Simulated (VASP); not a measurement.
Wanted: the native input for a VASP 6.6.1 run.

| Property | Result |
| --- | --- |
| Task | single point |
| Functional | PBE |
| Dispersion | D3(BJ) |
| Potentials or basis | VASP PAW PBE potentials, release 64 (O_h, C_h, H_h) |
| Cutoff | 910 eV |
| k mesh | 1 × 1 × 1 |
| Occupations | fermi-dirac, width 0.05 eV |
| Spin | no spin polarisation |
| Dipole correction | no |
| Second run | hard_potentials |
| Further INCAR settings | LREAL = Auto; ALGO = Normal; EDIFF = 1e-06; NBANDS = 64 |

The structure of H4C2O3 lies in POSCAR:

```
H4C2O3
1.0
    6.9437670000      0.0000000000      0.0000000000
    0.0000000000      6.9437670000      0.0000000000
    0.0000000000      0.0000000000      6.9437670000
O C H
9 6 12
Direct
    0.4153509183      0.6260578732      0.5243983561
    0.1453677809      0.5545116937      0.3585805803
    0.3727371613      0.7114438028      0.9897797550
    0.1885575942      0.9528113487      0.8835693940
    0.7989611403      0.9384387466      0.5962181623
    0.8177837764      0.7387344650      0.8578628862
    0.7495355187      0.4387964055      0.3241324198
    0.8488764096      0.2013316403      0.8626729555
    0.3762223012      0.0244391841      0.4550699930
    0.2853350350      0.5040347696      0.4494678465
    0.2667428213      0.8622121105      1.0146509812
    0.8202176139      0.7639801278      0.6826697958
    0.6685708204      0.4894461465      0.1728744642
    1.0046852091      0.2632720827      0.8013805763
    0.5038187485      0.0392006241      0.3336661498
    0.3835238135      0.7690206195      0.5090320571
    0.3220154132      0.3516391031      0.4788611139
    0.3891835656      0.6767796212      0.8591302099
    0.2261308595      0.8874001677      1.1693796753
    0.8237459581      1.0354754127      0.7034798259
    0.8220033881      0.6654745184      0.5608339105
    0.7097156342      0.6461190302      0.1253930323
    0.6343098782      0.4059035967      0.0400791098
    1.1016066639      0.3566651934      0.8801418596
    1.0699379746      0.2273981831      0.6509002966
    0.5078943461      0.1827682294      0.2656051103
    0.6316168155     -0.0659728358      0.3621521287
```

The input as run:

INCAR

```
PREC = Accurate ; ENCUT = 910
EDIFF = 1E-6 ; ISMEAR = -1
SIGMA = 0.05 ; LREAL = Auto
LASPH = True ; NELM = 120
ALGO = Normal ; ISIF = 2
LWAVE = False ; LCHARG = False
GGA = PE ; IVDW = 12
NBANDS = 64 ; GGA_COMPAT = False
```

KPOINTS

```
regular mesh
0
Gamma
  1 1 1
```

Potentials or basis: VASP PAW PBE potentials, release 64 (O_h, C_h, H_h).

Launch:

```console
$ cat potpaw_PBE.64/O_h/POTCAR potpaw_PBE.64/C_h/POTCAR potpaw_PBE.64/H_h/POTCAR > POTCAR
$ mpirun -np 1 vasp_gam > vasp.out
```

Results of the run:

- Pressure: -0.8 GPa
- Largest force: 4.978 eV/Å
- Band gap on the k mesh: 2.45 eV
- Dispersion energy per atom: -0.046 eV

Caveat: the k points lie up to 0.90 Å⁻¹ apart; the cutoff is under 1.25 times the usual one of these potentials, so pressure, stress and relaxed cells hold a basis-set (Pulay) error.

It took 84 s on 1 thread of Intel(R) Xeon(R) Platinum 8375C CPU @ 2.90GHz (Ice Lake), on a shared host, peak memory 0.64 GiB.
